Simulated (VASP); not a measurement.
Runs of VASP 6.6.1 on CsSi2. The structure is that of space group Fm-3m (No. 225), or close to it. The cells are those of the table. 

| task | cell | k mesh | cutoff (eV) | gap on the mesh (eV) | pressure (GPa) | relaxed volume (Å³/atom) |
| --- | --- | --- | --- | --- | --- | --- |
| relaxation of cell and atoms | relaxed from a = 4.705 Å, angles 60.0°, 3 atoms | 4 × 4 × 4 | 600 | none | 0.0 | 35.55 |
| single point | a = 4.705 Å, angles 60.0°, 3 atoms | 6 × 6 × 6 | 520 | none | (a) | - |
| relaxation of cell and atoms | relaxed from a = 5.277 Å, angles 60.0°, 3 atoms | 12 × 12 × 12 | 600 | none | 0.0 | (b) |
| single point | a = 5.277 Å, angles 60.0°, 3 atoms | 4 × 4 × 4 | 520 | none | 0.3 | - |
| single point | a = 5.320 Å, angles 60.0°, 3 atoms | 12 × 12 × 12 | 520 | none | 0.1 | - |

Alike in all rows: level PBE; potentials or basis VASP PAW PBE potentials, release 64 (Cs_sv, Si); no spin polarisation; smearing gaussian 0.1 eV.

Question: Fill in the values left out.

Answer: (a) 13.9; (b) 35.66.

Caveats: some runs use coarse meshes; spin-orbit coupling is left out, which moves the levels of the heavy elements; an odd number of electrons without spin polarisation forces a metal; a magnetic or distorted state may lie lower; the volume moved by over 15 % at a fixed basis, so the end points are rough (at least some runs); the cell stands under pressure (at least some runs).

A k mesh can miss the band edges, and the runs leave out spin-orbit coupling on Cs.

A gap of «none» marks levels without a gap at the run's occupations.
